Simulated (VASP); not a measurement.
Crystal: ZnO.

```
Zn O
1.0
     6.49880    0.00000    0.00000
    -3.24940    5.62813    0.00000
     0.00000    0.00000   10.40760
Zn O
16 16
Cartesian
  0.0000 1.8760 0.0000
  1.6247 0.9380 2.6019
  0.0000 1.8760 5.2038
  1.6247 0.9380 7.8057
  -1.6247 4.6901 0.0000
  0.0000 3.7521 2.6019
  -1.6247 4.6901 5.2038
  0.0000 3.7521 7.8057
  3.2494 1.8760 0.0000
  4.8741 0.9380 2.6019
  3.2494 1.8760 5.2038
  4.8741 0.9380 7.8057
  1.6247 4.6901 0.0000
  3.2494 3.7521 2.6019
  1.6247 4.6901 5.2038
  3.2494 3.7521 7.8057
  0.0000 1.8760 1.9879
  1.6247 0.9380 4.5898
  0.0000 1.8760 7.1917
  1.6247 0.9380 9.7936
  -1.6247 4.6901 1.9879
  0.0000 3.7521 4.5898
  -1.6247 4.6901 7.1917
  0.0000 3.7521 9.7936
  3.2494 1.8760 1.9879
  4.8741 0.9380 4.5898
  3.2494 1.8760 7.1917
  4.8741 0.9380 9.7936
  1.6247 4.6901 1.9879
  3.2494 3.7521 4.5898
  1.6247 4.6901 7.1917
  3.2494 3.7521 9.7936
```

| Property | Result |
| --- | --- |
| Program | VASP 6.6.1 |
| Task | relaxation of cell and atoms |
| Functional | PBE |
| Potentials or basis | VASP PAW PBE potentials, release 64 (Zn, O) |
| Cutoff | 600 eV |
| k mesh | 4 × 4 × 3 |
| Occupations | gaussian, width 0.05 eV |
| Spin | no spin polarisation |

At the start: pressure 5.8 GPa; volume 11.90 Å³/atom.

Problem. Where does the relaxation end?

Solution. Over 9 steps the energy falls by 9.0 meV/atom and the volume is 12.39 Å³/atom (+4.2 %); space group P6_3mc (No. 186, to 0.1 Å) before and after.

Step by step:
```
step  energy change (eV)  largest force (eV/Å)  pressure (GPa)  volume (Å³)
   1              0.0000                0.0303            5.83       380.67
   2             -0.2179                0.0208           -2.47       405.01
   3             -0.2828                0.0200            0.01       396.80
   4             -0.2827                0.0196           -0.13       397.13
   5             -0.2842                0.0213           -0.14       397.15
   6             -0.2863                0.0279           -0.10       397.19
   7             -0.2864                0.0321           -0.14       397.21
   8             -0.2876                0.0150           -0.02       396.86
   9             -0.2878                0.0046            0.06       396.63
```

Final structure:
```cif
data_structure
_symmetry_space_group_name_H-M 'P 1'
_symmetry_Int_Tables_number 1
_cell_length_a 6.5701
_cell_length_b 6.5701
_cell_length_c 10.6097
_cell_angle_alpha 90.000
_cell_angle_beta 90.000
_cell_angle_gamma 120.000
_cell_volume 396.63
loop_
_atom_site_label
_atom_site_type_symbol
_atom_site_fract_x
_atom_site_fract_y
_atom_site_fract_z
_atom_site_occupancy
Zn1 Zn 0.16667 0.33333 0.00071 1
Zn2 Zn 0.33333 0.16667 0.25071 1
Zn3 Zn 0.16667 0.33333 0.50071 1
Zn4 Zn 0.33333 0.16667 0.75071 1
Zn5 Zn 0.16667 0.83333 0.00071 1
Zn6 Zn 0.33333 0.66667 0.25071 1
Zn7 Zn 0.16667 0.83333 0.50071 1
Zn8 Zn 0.33333 0.66667 0.75071 1
Zn9 Zn 0.66667 0.33333 0.00071 1
Zn10 Zn 0.83333 0.16667 0.25071 1
Zn11 Zn 0.66667 0.33333 0.50071 1
Zn12 Zn 0.83333 0.16667 0.75071 1
Zn13 Zn 0.66667 0.83333 0.00071 1
Zn14 Zn 0.83333 0.66667 0.25071 1
Zn15 Zn 0.66667 0.83333 0.50071 1
Zn16 Zn 0.83333 0.66667 0.75071 1
O1 O 0.16667 0.33333 0.19029 1
O2 O 0.33333 0.16667 0.44029 1
O3 O 0.16667 0.33333 0.69029 1
O4 O 0.33333 0.16667 0.94029 1
O5 O 0.16667 0.83333 0.19029 1
O6 O 0.33333 0.66667 0.44029 1
O7 O 0.16667 0.83333 0.69029 1
O8 O 0.33333 0.66667 0.94029 1
O9 O 0.66667 0.33333 0.19029 1
O10 O 0.83333 0.16667 0.44029 1
O11 O 0.66667 0.33333 0.69029 1
O12 O 0.83333 0.16667 0.94029 1
O13 O 0.66667 0.83333 0.19029 1
O14 O 0.83333 0.66667 0.44029 1
O15 O 0.66667 0.83333 0.69029 1
O16 O 0.83333 0.66667 0.94029 1
```
